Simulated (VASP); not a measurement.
Write the native input for VASP 6.6.1 that does the following.

- Task: single point
- Functional: r2SCAN
- Potentials or basis: VASP PAW PBE potentials, release 64 (P)
- Cutoff: 520 eV
- k mesh: 6 × 6 × 4
- Occupations: gaussian, width 0.1 eV
- Spin: no spin polarisation
- Dipole correction: no
- Further INCAR settings: ALGO = Normal; EDIFF = 1e-06; NBANDS = 14

Crystal: P.

```
P
1.0
     3.42621    0.00000    0.00000
    -1.71310    2.96718    0.00000
     0.00000    0.00000    4.26684
P
3
Direct
  0.33274 0.00000 0.33333
  0.00000 0.33274 0.66667
  0.66726 0.66726 0.00000
```

One way to write it, as run:

POSCAR

```
P
1.0
    3.4262084338      0.0000000000      0.0000000000
   -1.7131042169      2.9671835423      0.0000000000
    0.0000000000      0.0000000000      4.2668444906
P
3
Direct
    0.3327414902      0.0000000000      0.3333333333
    0.0000000000      0.3327414902      0.6666666667
    0.6672585098      0.6672585098      0.0000000000
```

INCAR.step1

```
SYSTEM = P
PREC = Accurate
ENCUT = 520
ISMEAR = 0
SIGMA = 0.1
LREAL = .False.
LASPH = .True.
NELM = 100
NBANDS = 14
GGA = PE
ALGO = Normal
EDIFF = 1E-4
LWAVE = .True.
LCHARG = .False.
```

INCAR.step2

```
SYSTEM = P
PREC = Accurate
ENCUT = 520
EDIFF = 1E-6
ISMEAR = 0
SIGMA = 0.1
LREAL = .False.
LASPH = .True.
NELM = 100
ALGO = Normal
ISIF = 2
LWAVE = .False.
LCHARG = .False.
METAGGA = R2SCAN
LMIXTAU = .True.
NBANDS = 14
ISTART = 1
```

KPOINTS

```
regular mesh
0
Gamma
  6 6 4
  0 0 0
```

Potentials or basis: VASP PAW PBE potentials, release 64 (P).

The run is started by

```sh
$ cat potpaw_PBE.64/P/POTCAR > POTCAR
$ cp INCAR.step1 INCAR
$ mpirun -np 1 vasp_std > vasp.out
$ cp INCAR.step2 INCAR
$ mpirun -np 1 vasp_std > vasp.out
```

Results of the run:

```json
{
  "Pressure": "-0.5 GPa",
  "Largest force": "0.009 eV/Å"
}
```

Caveat: the k points lie up to 0.37 Å⁻¹ apart; the PAW data sets were made with another functional, which shifts forces and pressure a little.

Wall time 33 s on 1 thread of AMD EPYC 9R45 96-Core Processor (Zen 5) (shared host), peak memory 0.13 GiB.
